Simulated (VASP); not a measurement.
A run of VASP 6.6.1 is set up as follows.

POSCAR

```
AlN
1.0
    3.0134929474      0.0000000000      0.0000000000
   -1.5067464737      2.6097614465      0.0000000000
    0.0000000000      0.0000000000      4.8292338054
Al N
2 2
Direct
    0.3333333333      0.6666666667     -0.0035651602
    0.6666666667      0.3333333333      0.4964348398
    0.3333333333      0.6666666667      0.3785651602
    0.6666666667      0.3333333333      0.8785651602
```

The input INCAR.step1:

```
PREC = Accurate
ENCUT = 520
ISMEAR = 0
SIGMA = 0.01
LREAL = False
LASPH = True
NELM = 80
NBANDS = 16
GGA = PE
ALGO = Normal
EDIFF = 1E-4
LWAVE = True
LCHARG = False
```

The input INCAR.step2:

```
PREC = Accurate
ENCUT = 520
EDIFF = 1E-6
ISMEAR = 0
SIGMA = 0.01
LREAL = False
LASPH = True
NELM = 80
ALGO = Normal
ISIF = 2
LWAVE = False
LCHARG = False
METAGGA = R2SCAN
LMIXTAU = True
NBANDS = 16
ISTART = 1
```

The input KPOINTS:

```
regular mesh
0
Gamma
  12 12 6
```

Potentials or basis: VASP PAW PBE potentials, release 64 (Al, N).

The run is started by

```sh
$ cat potpaw_PBE.64/Al/POTCAR potpaw_PBE.64/N/POTCAR > POTCAR
$ cp INCAR.step1 INCAR
$ mpirun -np 1 vasp_std > vasp.out
$ cp INCAR.step2 INCAR
$ mpirun -np 1 vasp_std > vasp.out
```

(1) What does it give for the pressure?

(2) Predict the band gap on the k mesh.

## Answers

(1) 22.7 GPa.

(2) 5.74 eV (least direct gap 5.78 eV).

Caveat: the cell differs from its parent crystal (strain -3.0%); the cell stands under pressure; the PAW data sets were made with another functional, which shifts forces and pressure a little.
